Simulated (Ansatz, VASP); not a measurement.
**ZrNb2N4 in VASP and in Ansatz**

```
CELL_PARAMETERS angstrom
-1.87110 1.87110 5.81296
1.87110 -1.87110 5.81296
1.87110 1.87110 -5.81296
ATOMIC_POSITIONS crystal
Zr 0.00000 0.00000 0.00000
Nb 0.64905 0.64905 0.00000
Nb 0.35095 0.35095 0.00000
N 0.75000 0.25000 0.50000
N 0.25000 0.75000 0.50000
N 0.50000 0.00000 0.50000
N 0.00000 0.50000 0.50000
```

Change from the starting cell: species swapped into the Nd2CuO4 type (I4/mmm, No. 139).

Alike in both runs: task relaxation of cell and atoms; functional PBE; k mesh 4 × 4 × 4; occupations gaussian, width 0.15 eV; no spin polarisation.

|  | VASP | Ansatz |
| --- | --- | --- |
| version | VASP 6.6.1 | Ansatz 0.2.0 |
| potentials or method | VASP PAW PBE potentials, release 64 (Zr_sv, Nb_sv, N), cutoff 600 eV | scalar-relativistic, plane waves, PAW |
| valence electrons in the cell | 58 | 58 |

|  | VASP | Ansatz | Ansatz less VASP |
| --- | --- | --- | --- |
| gap on the k mesh at the Fermi level, each at its own relaxed structure (eV) | none | none | - |
| relaxed volume (Å³/atom) | 11.81 | 11.86 | +0.049 |
| relaxed length of the cell vector where the two differ most in proportion (Å) | 5.836 | 5.853 | +0.0177 |

A gap of «none» marks a metal or a gap that the smearing closes.

The k mesh is coarse, so the values compare programs but aren't converged.
